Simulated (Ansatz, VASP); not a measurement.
# One calculation of BN, two programs

Contents of INCAR:

```
SYSTEM = BN
  PREC = Accurate
  ENCUT = 520
  EDIFF = 1E-6
  ISMEAR = 0
  SIGMA = 0.05
  LREAL = .FALSE.
  LASPH = .TRUE.
  NELM = 100
  ALGO = Normal
  ISIF = 2
  LWAVE = .FALSE.
  LCHARG = .TRUE.
  GGA = PE
  LELF = .TRUE.
  LVHAR = .TRUE.
  NBANDS = 11
```

Contents of KPOINTS:

```
regular mesh
0
G
  14 14 14
  0 0 0
```

POSCAR

```
BN
1.0
    0.0000000000      1.8130010000      1.8130010000
    1.8130010000      0.0000000000      1.8130010000
    1.8130010000      1.8130010000      0.0000000000
B N
1 1
Direct
    0.0000000000      0.0000000000      0.0000000000
    0.7086321243      0.7913678757      0.7913678757
```

Input for Ansatz:

```yaml
crystal:
  lattice:
    - [0.0, 1.813001, 1.813001]
    - [1.813001, 0.0, 1.813001]
    - [1.813001, 1.813001, 0.0]
  atoms:
    - { symbol: B, position: [0.0, 0.0, 0.0] }
    - { symbol: "N", position: [0.7086321243, 0.7913678757, 0.7913678757] }
basis:
  ecutwfc: 420
  fft_grid_basis: typed
kpoints:
  mp_grid: { grid: [14, 14, 14] }
hamiltonian:
  xc: pbe
scf:
  occupations: { method: gaussian, width: 0.05 }
output:
  forces: true
  stress: true
  eigenvalues: true
  bader: true
  write_density: true
  volumetric_format: npy
```

Alike in both runs: task single point; functional PBE; k mesh 14 × 14 × 14; occupations gaussian, width 0.05 eV; no spin polarisation.

|  | VASP | Ansatz |
| --- | --- | --- |
| version | VASP 6.6.1 | Ansatz 0.2.0 |
| potentials or method | VASP PAW PBE potentials, release 64 (B, N), cutoff 520 eV | scalar-relativistic, plane waves, PAW |
| valence electrons in the cell | 8 | 8 |

Ansatz gave:

- gap on the k mesh at the Fermi level (eV): 3.15
- pressure (GPa): 6.0
- traceless stress, the component that is largest in VASP (GPa): 2.80
- rms of the force components (eV/Å): 1.944

Task: Which values does VASP return?

Result: gap on the k mesh at the Fermi level (eV): 3.14; pressure (GPa): 6.1; traceless stress, the component that is largest in VASP (GPa): 3.11; rms of the force components (eV/Å): 1.952.

Atom by atom the forces differ by 0.008 eV/Å (rms over components). The functional is the same, so the differences come from potentials, cutoffs and numerics.
